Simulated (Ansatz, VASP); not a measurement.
BeSe5: VASP beside Ansatz

```
CELL_PARAMETERS angstrom
7.52073 0.00000 0.00000
-3.76036 6.51314 0.00000
0.00000 0.00000 7.38425
ATOMIC_POSITIONS crystal
Be 0.00000 0.00000 0.00000
Be 0.00000 0.00000 0.50000
Se 0.33333 0.66667 0.42924
Se 0.66667 0.33333 0.92924
Se 0.66667 0.33333 0.57076
Se 0.33333 0.66667 0.07076
Se 0.50000 0.00000 0.00000
Se 0.00000 0.50000 0.00000
Se 0.50000 0.50000 0.00000
Se 0.50000 0.00000 0.50000
Se 0.00000 0.50000 0.50000
Se 0.50000 0.50000 0.50000
```

Alike in both runs: task single point; functional PBE; k mesh 3 × 3 × 4; occupations gaussian, width 0.1 eV; no spin polarisation.

|  | VASP | Ansatz |
| --- | --- | --- |
| version | VASP 6.6.1 | Ansatz 0.2.0 |
| potentials or method | VASP PAW PBE potentials, release 64 (Be, Se), cutoff 520 eV | scalar-relativistic, plane waves, PAW |
| valence electrons in the cell | 64 | 164 |

```tsv
	VASP	Ansatz	Ansatz less VASP
gap on the k mesh at the Fermi level (eV)	none	none	-
pressure (GPa)	14.2	14.0	-0.19
traceless stress, the component that is largest in VASP (GPa)	-9.64	-9.51	+0.138
rms of the force components (eV/Å)	0.387	0.379	-0.0080
```

Atom by atom the forces differ by 0.008 eV/Å (rms over components). A gap of «none» marks a metal or a gap that the smearing closes. VASP's potentials hold 64 valence electrons a cell and Ansatz's 164, so a difference there can come from the potentials and not from the codes.
